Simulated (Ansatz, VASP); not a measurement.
# MgO2 in VASP and in Ansatz

```xyz
3
Lattice="1.5285 0.8825 3.6989 -1.5285 0.8825 3.6989 0.0000 -1.7650 3.6989" Properties=species:S:1:pos:R:3 pbc="T T T"
Mg    0.0000    0.0000    0.0000
O     0.0000    0.0000    4.7625
O     0.0000    0.0000    6.3341
```

Change from the starting cell: mode 4 frozen in at +0.000 Å, strain +e along z and -e/2 along x and y +0.0700.

Alike in both runs: task single point; functional PBEsol; k mesh 12 × 12 × 12; occupations gaussian, width 0.05 eV; no spin polarisation.

```csv
,VASP,Ansatz
version,VASP 6.6.1,Ansatz 0.2.0
potentials or method,"VASP PAW PBE potentials, release 64 (Mg, O), cutoff 520 eV","scalar-relativistic, plane waves, PAW"
valence electrons in the cell,14,22
```

```tsv
	VASP	Ansatz	Ansatz less VASP
gap on the k mesh at the Fermi level (eV)	0.96	0.98	+0.023
least direct gap on the mesh (eV)	0.96	0.98	+0.023
pressure (GPa)	-4.2	-3.9	+0.31
traceless stress, the component that is largest in VASP (GPa)	-26.44	-27.02	-0.585
rms of the force components (eV/Å)	0.764	0.818	+0.0542
```

VASP's potentials were made for PBE, not for PBEsol, and Ansatz warns of the same on its side. Atom by atom the forces differ by 0.054 eV/Å (rms over components). VASP's potentials hold 14 valence electrons a cell and Ansatz's 22, so a difference there can come from the potentials and not from the codes.
